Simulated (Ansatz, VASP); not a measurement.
# One calculation of MgH2, two programs

```
CELL_PARAMETERS angstrom
0.00000 2.36496 2.36496
2.36496 0.00000 2.36496
2.36496 2.36496 0.00000
ATOMIC_POSITIONS crystal
Mg 0.00000 0.00000 0.00000
H 0.25000 0.25000 0.25000
H 0.75000 0.75000 0.75000
```

Alike in both runs: task single point; functional LDA; k mesh 6 × 6 × 6; occupations fermi-dirac, width 0.02 eV; no spin polarisation.

|  | VASP | Ansatz |
| --- | --- | --- |
| version | VASP 6.6.1 | Ansatz 0.2.0 |
| potentials or method | VASP PAW LDA potentials, release 64 (Mg, H) | plane waves |
| plane-wave cutoff (eV) | 600 | 420 |
| valence electrons in the cell | 4 | 12 |

```tsv
	VASP	Ansatz	Ansatz less VASP
pressure (GPa)	-2.6	-2.0	+0.67
```

LDA's correlation is that of Perdew and Zunger in VASP and of Perdew and Wang (1992) in Ansatz. VASP's potentials hold 4 valence electrons a cell and Ansatz's 12, so a difference there can come from the potentials and not from the codes.

The k mesh is coarse, so the values compare programs but aren't converged.
